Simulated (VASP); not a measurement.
BaTiO3: single point with PBE+U

BaTiO3:

```
Ba Ti O
1.0
     2.90328    1.67621    2.34605
    -2.90328    1.67621    2.34605
     0.00000   -3.35242    2.34605
Ba Ti O
1 1 3
Direct
  0.00268 0.00268 0.00268
  0.51280 0.51280 0.51280
  0.49032 0.49032 0.98258
  0.49032 0.98258 0.49032
  0.98258 0.49032 0.49032
```

This cell differs from its parent crystal: strain +0.015 along x and y, +0.000 along z.

* Program: VASP 6.6.1
* Task: single point
* Functional: PBE
* Potentials or basis: VASP PAW PBE potentials, release 64 (Ba_sv, Ti_sv, O)
* Cutoff: 520 eV
* k mesh: 6 × 6 × 6
* Occupations: gaussian, width 0.05 eV
* Spin: no spin polarisation
* Hubbard terms: Ti d U = 4.0 eV

The pressure is -1.3 GPa and the largest force is 0.340 eV/Å. The band gap on the k mesh is 2.53 eV, indirect (least direct gap 2.98 eV).

Forces on the atoms (eV/Å):
```
Ba   0.000  0.000 -0.021
Ti   0.000  0.000 -0.340
O    0.000 -0.094  0.120
O   -0.081  0.047  0.120
O    0.081  0.047  0.120
```

Stress tensor (GPa, compression positive):
```
-2.33  0.00  0.00
 0.00 -2.33  0.00
 0.00  0.00  0.67
```

Levels at points of the mesh, in eV from the valence-band top:
```csv
k point,band 18,band 19,band 20,band 21,band 22,band 23
"(0.00, 0.00, 0.00)",-0.46,-0.46,-0.45,2.53,2.53,2.57
"(0.50, 0.00, 0.00)",-1.54,-0.92,-0.90,2.68,3.78,3.85
"(0.50, 0.50, 0.00)",-0.93,-0.91,-0.10,3.84,3.87,4.20
"(0.50, 0.50, 0.50)",-0.04,-0.04,0.00,4.29,4.43,4.43
```

Eigenvalues of the final occupation matrices:
```csv
site,spin,trace,eigenvalues
site 2 d,1,0.79,0.11 0.11 0.11 0.23 0.23
site 2 d,2,0.79,0.11 0.11 0.11 0.23 0.23
```

It took 70 s on 1 thread of Intel Xeon 6975P-C, with other jobs on the host, peak memory 0.21 GiB.

Caveat: the cell differs from its parent crystal (strain +0.015 along x and y, +0.000 along z); spin-orbit coupling is left out, which moves the levels of the heavy elements. A k mesh can miss the band edges.
